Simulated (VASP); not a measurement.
# AgCl (Pm-3m) in VASP: further runs, part 2 of 2

VASP 6.6.1.

## 3. Electric field gradients, PBE (volume scaled by 0.96)

Contents of INCAR:

```
SYSTEM = AgCl
PREC = Accurate
ENCUT = 520
EDIFF = 1E-8
ISMEAR = -1
SIGMA = 0.01
LREAL = .False.
LASPH = .True.
NELM = 80
ALGO = Normal
ISIF = 2
LWAVE = .False.
LCHARG = .False.
GGA = PE
LEFG = .True.
NBANDS = 16
```

Contents of KPOINTS:

```
Automatic mesh
0
Gamma
  9 9 9
  0 0 0
```

Contents of POSCAR:

```
AgCl
1.0
    3.3875622702      0.0000000000      0.0000000000
    0.0000000000      3.3875622702      0.0000000000
    0.0000000000      0.0000000000      3.3875622702
Ag Cl
1 1
Direct
    0.0000000000      0.0000000000      0.0000000000
    0.5000000000      0.5000000000      0.5000000000
```

Potentials or basis: VASP PAW PBE potentials, release 64 (Ag, Cl).

Command:

```
$ cat potpaw_PBE.64/Ag/POTCAR potpaw_PBE.64/Cl/POTCAR > POTCAR
$ mpirun -np 1 vasp_std > vasp.out
```

OUTCAR:

```text
SYSTEM = AgCl
   PREC = Accurate
   ENCUT = 520
   EDIFF = 1E-8
   ISMEAR = -1
   LREAL = .False.
   LASPH = .True.
   NELM = 80
   ISIF = 2
   GGA = PE

 ion  position               nearest neighbor table
   1  0.000  0.000  0.000-   2 2.93   2 2.93   2 2.93   2 2.93   2 2.93   2 2.93   2 2.93   2 2.93

   2  0.500  0.500  0.500-   1 2.93   1 2.93   1 2.93   1 2.93   1 2.93   1 2.93   1 2.93   1 2.93

  LATTYP: Found a simple cubic cell.
 ALAT       =     3.3875622702

  Lattice vectors:

 A1 = (   3.3875622702,   0.0000000000,   0.0000000000)
 A2 = (   0.0000000000,   3.3875622702,   0.0000000000)
 A3 = (   0.0000000000,   0.0000000000,   3.3875622702)

Analysis of symmetry for initial positions (statically):
=====================================================================
 Subroutine PRICEL returns:
 Original cell was already a primitive cell.

 Routine SETGRP: Setting up the symmetry group for a
 simple cubic supercell.

 Subroutine GETGRP returns: Found 48 space group operations
[... 9 lines left out ...]

 Routine SETGRP: Setting up the symmetry group for a
 simple cubic supercell.

 Subroutine GETGRP returns: Found 48 space group operations
[... 11 lines left out ...]
                                     Primitive cell

  volume of cell :      38.8742

  direct lattice vectors                    reciprocal lattice vectors
     3.387562270  0.000000000  0.000000000     0.295197526  0.000000000  0.000000000
     0.000000000  3.387562270  0.000000000     0.000000000  0.295197526  0.000000000
     0.000000000  0.000000000  3.387562270     0.000000000  0.000000000  0.295197526

  length of vectors
     3.387562270  3.387562270  3.387562270     0.295197526  0.295197526  0.295197526

  position of ions in fractional coordinates (direct lattice)
     0.000000000  0.000000000  0.000000000
     0.500000000  0.500000000  0.500000000

  ion indices of the primitive-cell ions
   primitive index   ion index
                 1           1
                 2           2

----------------------------------------------------------------------------------------

 KPOINTS: Automatic mesh

Automatic generation of k-mesh.
 Grid dimensions read from file:
 generate k-points for:    9    9    9

 Generating k-lattice:

  Cartesian coordinates                     Fractional coordinates (reciprocal lattice)
     0.032799725  0.000000000  0.000000000     0.111111111  0.000000000  0.000000000
     0.000000000  0.032799725  0.000000000     0.000000000  0.111111111  0.000000000
     0.000000000  0.000000000  0.032799725     0.000000000  0.000000000  0.111111111

  Length of vectors
     0.032799725  0.032799725  0.032799725

  Shift w.r.t. Gamma in fractional coordinates (k-lattice)
     0.000000000  0.000000000  0.000000000

 Subroutine IBZKPT returns following result:
 ===========================================

 Found     35 irreducible k-points:

[... 48 lines left out ...]
   NSW    =      0    number of steps for IOM
   IBRION =     -1    ionic relax: 0-MD 1-quasi-New 2-CG
   NFREE  =      0    steps in history (QN), initial steepest desc. (CG)
   ISIF   =      2    stress and relaxation
   ISYM   =      2    0-nonsym 1-usesym 2-fastsym
   POTIM  = 0.5000    time-step for ionic-motion
   TEBEG  =    0.0;   TEEND  =   0.0 temperature during run
   PSTRESS=    0.0 pullay stress
   NELECT =      18.0000    total number of electrons
   NUPDOWN=      -1.0000    fix difference up-down
   EMIN   =  10.00;   EMAX   =-10.00  energy-range for DOS
   EFERMI =   0.00;   METHOD = LEGACY
   ISMEAR =    -1;   SIGMA  =   0.01  broadening in eV -4-tet -1-fermi 0-gaus
   EFERMI_NEDOS =   21; number of points for ismear=-14 and -15
   IALGO  =     38    algorithm
   IMIX   =      4    mixing-type and parameters
     AMIX     =   0.40;   BMIX     =  1.00
     AMIX_MAG =   1.60;   BMIX_MAG =  1.00
  volume/ion in A,a.u.               =      19.44       131.17
  Fermi-wavevector in a.u.,A,eV,Ry     =   1.266519  2.393374 21.824703  1.604070
  Thomas-Fermi vector in A             =   2.399715
   LORBIT       =      0    0 simple, 1 ext, 2 COOP (PROOUT), +10 PAW based schemes
   GGA     = PE    functional components
   LHFCALC =     F    Hartree Fock is set to
   AEXX    =    0.0000 exact exchange contribution
   IVDW    =     0    specifies the selected vdW correction
   LEPSILON=     F    determine dielectric tensor
   LRPA    =     F    only Hartree local field effects (RPA)
 non-spin polarized calculation
  energy-cutoff  :      520.00
  volume of cell :       38.87
 maximum number of plane-waves:      1058
 NGX is ok and might be reduce to    28
   NGX = 13   NGY = 13   NGZ = 13

 number of electron      18.0000000 magnetization

 Free energy of the ion-electron system (eV)
  ---------------------------------------------------
  ext. energy  EPLUGINS =         0.00000000
  ---------------------------------------------------
  free energy    TOTEN  =        -5.11376390 eV

  energy without entropy =       -5.11376390  energy(sigma->0) =       -5.11376390

 E-fermi :   4.5810     XC(G=0): -10.6037

 val. band max:        4.3675460337   @ k =   0.4444   0.0000   0.0000
 cond. band min:       4.9902886926   @ k =   0.0000   0.0000   0.0000
 fundamental gap:      0.6227426589
 Fermi energy:         4.5810285916

 k-point     1 :       0.0000    0.0000    0.0000
  band No.  band energies     occupation
      1     -10.4261      2.00000
      2       1.5146      2.00000
      3       1.5146      2.00000
      4       2.5369      2.00000
      5       2.5369      2.00000
      6       2.5369      2.00000
[... 433 lines left out ...]
      3       0.6655      2.00000
      4       1.8822      2.00000
      5       2.0533      2.00000
      6       2.2624      2.00000
[... 8 lines left out ...]
     15      18.5733      0.00000
     16      20.6379      0.00000

 [... further k-points ...]

------------------------ aborting loop because EDIFF is reached ----------------------------------------

  FORCE on cell =-STRESS in cart. coord.  units (eV):
  Direction    XX          YY          ZZ          XY          YZ          ZX
  --------------------------------------------------------------------------------------
  -------------------------------------------------------------------------------------
  Total        0.4511641      0.4511641      0.4511641     -0.0000000     -0.0000000      0.0000000
  in kB       18.5944484     18.5944484     18.5944484     -0.0000000     -0.0000000      0.0000000
  external PRESSURE =      18.5944484 kB  Pullay stress =       0.0000000 kB

 VOLUME and BASIS-vectors are now :
 -----------------------------------------------------------------------------
  energy-cutoff  :      520.00
  volume of cell :       38.87
      direct lattice vectors                 reciprocal lattice vectors
     3.387562270  0.000000000  0.000000000     0.295197526  0.000000000  0.000000000
     0.000000000  3.387562270  0.000000000     0.000000000  0.295197526  0.000000000
     0.000000000  0.000000000  3.387562270     0.000000000  0.000000000  0.295197526

 POSITION                                       TOTAL-FORCE (eV/Angst)
 -----------------------------------------------------------------------------------
      0.00000      0.00000      0.00000         0.000000      0.000000      0.000000
      1.69378      1.69378      1.69378         0.000000      0.000000      0.000000
 -----------------------------------------------------------------------------------
    total drift:                               -0.000000      0.000000      0.000000

  FREE ENERGIE OF THE ION-ELECTRON SYSTEM (eV)
  ---------------------------------------------------
  free  energy   TOTEN  =        -5.1137639002 eV

  energy  without entropy=       -5.1137639002  energy(sigma->0) =       -5.11376390

 Electric field gradients (V/A^2)
---------------------------------------------------------------------
 ion       V_xx      V_yy      V_zz      V_xy      V_xz      V_yz
---------------------------------------------------------------------
   1      -0.000     0.000    -0.000     0.000     0.000     0.000
   2       0.000     0.000    -0.000    -0.000     0.000     0.000
---------------------------------------------------------------------

 Electric field gradients after diagonalization (V/A^2)
 (convention: |V_zz| > |V_xx| > |V_yy|)
----------------------------------------------------------------------
 ion       V_xx      V_yy      V_zz     asymmetry (V_yy - V_xx)/ V_zz
----------------------------------------------------------------------
   1       0.000    -0.000    -0.000       0.289
   2       0.000     0.000    -0.000       0.171
----------------------------------------------------------------------

           NMR quadrupolar parameters

 Cq : quadrupolar parameter    Cq=e*Q*V_zz/h
 eta: asymmetry parameters     (V_yy - V_xx)/ V_zz
 Q  : nuclear electric quadrupole moment in mb (millibarn)
----------------------------------------------------------------------
 ion       Cq(MHz)       eta       Q (mb)
----------------------------------------------------------------------
   1      -0.000       0.289       1.000
   2      -0.000       0.171       1.000
----------------------------------------------------------------------
```

It took 16 s on 1 thread of Intel Xeon Platinum 8375C at 2.90GHz (Ice Lake), shared host; peak memory 0.16 GiB.

What came out:

```
Free energy            : -5.1138 eV
Pressure               : 1.9 GPa
Band gap on the k mesh : 0.62 eV, indirect (least direct gap 2.22 eV)
```

Caveat: the cell differs from its parent crystal (volume scaled by 0.96); without QUAD_EFG the Cq values of the log hold for a quadrupole moment of 1 mb, not for the nuclei. A k mesh can miss the band edges.

## 4. Electric field gradients, PBE

This run uses another cell than the first one, of 20.25 Å³/atom, 1.020 times its volume.

Contents of INCAR:

```
PREC = Accurate ; ENCUT = 520
EDIFF = 1E-8 ; ISMEAR = -1
SIGMA = 0.01 ; LREAL = False
LASPH = True ; NELM = 80
ALGO = Normal ; ISIF = 2
LWAVE = False ; LCHARG = False
GGA = PE ; LEFG = True
NBANDS = 16
```

Contents of KPOINTS:

```
regular mesh
0
Gamma
  9 9 9
```

Contents of POSCAR:

```
AgCl
1.0
    3.4339730000      0.0000000000      0.0000000000
    0.0000000000      3.4339730000      0.0000000000
    0.0000000000      0.0000000000      3.4339730000
Ag Cl
1 1
Direct
    0.0000000000      0.0000000000      0.0000000000
    0.5000000000      0.5000000000      0.5000000000
```

Potentials or basis: VASP PAW PBE potentials, release 64 (Ag, Cl).

Command:

```
$ cat potpaw_PBE.64/Ag/POTCAR potpaw_PBE.64/Cl/POTCAR > POTCAR
$ mpirun -np 1 vasp_std > vasp.out
```

OUTCAR:

```text
PREC = Accurate
   ENCUT = 520
   EDIFF = 1E-8
   ISMEAR = -1
   LREAL = False
   LASPH = True
   NELM = 80
   ISIF = 2
   GGA = PE

 ion  position               nearest neighbor table
   1  0.000  0.000  0.000-   2 2.97   2 2.97   2 2.97   2 2.97   2 2.97   2 2.97   2 2.97   2 2.97

   2  0.500  0.500  0.500-   1 2.97   1 2.97   1 2.97   1 2.97   1 2.97   1 2.97   1 2.97   1 2.97

  LATTYP: Found a simple cubic cell.
 ALAT       =     3.4339730000

  Lattice vectors:

 A1 = (   3.4339730000,   0.0000000000,   0.0000000000)
 A2 = (   0.0000000000,   3.4339730000,   0.0000000000)
 A3 = (   0.0000000000,   0.0000000000,   3.4339730000)

Analysis of symmetry for initial positions (statically):
=====================================================================
 Subroutine PRICEL returns:
 Original cell was already a primitive cell.

[... 646 lines left out ...]
  energy-cutoff  :      520.00
  volume of cell :       40.49
      direct lattice vectors                 reciprocal lattice vectors
     3.433973000  0.000000000  0.000000000     0.291207881  0.000000000  0.000000000
     0.000000000  3.433973000  0.000000000     0.000000000  0.291207881  0.000000000
     0.000000000  0.000000000  3.433973000     0.000000000  0.000000000  0.291207881

 POSITION                                       TOTAL-FORCE (eV/Angst)
 -----------------------------------------------------------------------------------
      0.00000      0.00000      0.00000         0.000000      0.000000      0.000000
      1.71699      1.71699      1.71699         0.000000      0.000000      0.000000
 -----------------------------------------------------------------------------------
    total drift:                               -0.000000      0.000000      0.000000

  FREE ENERGIE OF THE ION-ELECTRON SYSTEM (eV)
  ---------------------------------------------------
  free  energy   TOTEN  =        -5.1222483583 eV

  energy  without entropy=       -5.1222483583  energy(sigma->0) =       -5.12224836

 Electric field gradients (V/A^2)
---------------------------------------------------------------------
 ion       V_xx      V_yy      V_zz      V_xy      V_xz      V_yz
---------------------------------------------------------------------
   1      -0.000     0.000     0.000    -0.000     0.000    -0.000
   2       0.000    -0.000    -0.000     0.000     0.000     0.000
---------------------------------------------------------------------

 Electric field gradients after diagonalization (V/A^2)
 (convention: |V_zz| > |V_xx| > |V_yy|)
----------------------------------------------------------------------
 ion       V_xx      V_yy      V_zz     asymmetry (V_yy - V_xx)/ V_zz
----------------------------------------------------------------------
   1      -0.000     0.000     0.000       0.612
   2       0.000    -0.000    -0.000       0.340
----------------------------------------------------------------------

           NMR quadrupolar parameters

 Cq : quadrupolar parameter    Cq=e*Q*V_zz/h
 eta: asymmetry parameters     (V_yy - V_xx)/ V_zz
 Q  : nuclear electric quadrupole moment in mb (millibarn)
----------------------------------------------------------------------
 ion       Cq(MHz)       eta       Q (mb)
----------------------------------------------------------------------
   1       0.000       0.612       1.000
   2      -0.000       0.340       1.000
----------------------------------------------------------------------
```

Wall time 16 s (1 thread of Intel Xeon Platinum 8375C at 2.90GHz (Ice Lake), shared host); peak memory 0.17 GiB.

Results:

- Free energy: -5.1222 eV
- Pressure: -0.3 GPa
- Band gap on the k mesh: 0.61 eV, indirect (least direct gap 2.08 eV)

Caveat: without QUAD_EFG the Cq values of the log hold for a quadrupole moment of 1 mb, not for the nuclei.

## 5. The runs side by side

```tsv
cell	gap on the mesh (eV)	pressure (GPa)
a = 3.411 Å, 2 atoms	0.61	0.7
a = 3.388 Å, 2 atoms	0.62	1.9
a = 3.434 Å, 2 atoms	0.61	-0.3
```

Alike in all rows: task electric field gradients; level PBE; potentials or basis VASP PAW PBE potentials, release 64 (Ag, Cl); no spin polarisation; k mesh 9 × 9 × 9; cutoff (eV) 520; smearing fermi-dirac 0.01 eV.

Total energies depend on the potentials used, so only differences within one code and one set of settings carry meaning.
